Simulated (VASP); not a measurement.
A run of VASP 6.6.1:

Contents of INCAR:

```
  PREC = Accurate
  ENCUT = 600
  EDIFF = 1E-6
  ISMEAR = 0
  SIGMA = 0.1
  LREAL = F
  LASPH = T
  NELM = 80
  ALGO = Fast
  ISIF = 4
  LWAVE = F
  LCHARG = F
  GGA = PS
  IVDW = 12
  IBRION = 2
  NSW = 50
  EDIFFG = -0.01
```

The input KPOINTS:

```
regular mesh
0
Gamma
  18 18 6
```

File POSCAR:

```
Al
1.0
    2.8900702085      0.0000000000      0.0000000000
   -1.4450351043      2.5028742192      0.0000000000
    0.0000000000      0.0000000000      9.4992197903
Al
4
Direct
    0.0000000000      0.0000000000      0.0000000000
    0.3333333333      0.6666666667      0.2500000000
    0.0000000000      0.0000000000      0.5000000000
    0.6666666667      0.3333333333      0.7500000000
```

Potentials or basis: VASP PAW PBE potentials, release 64 (Al).

Run with:

```sh
$ cat potpaw_PBE.64/Al/POTCAR > POTCAR
$ mpirun -np 1 vasp_std > vasp.out
```

Hardware: 1 thread of Intel Xeon 6975P-C, with other jobs on the host.

Estimate the wall time of this run.

Run time: 64 s on 1 thread of Intel Xeon 6975P-C, on a shared host, peak memory 0.27 GiB. Counts: scf iterations 12, k points 148, ion steps 1.
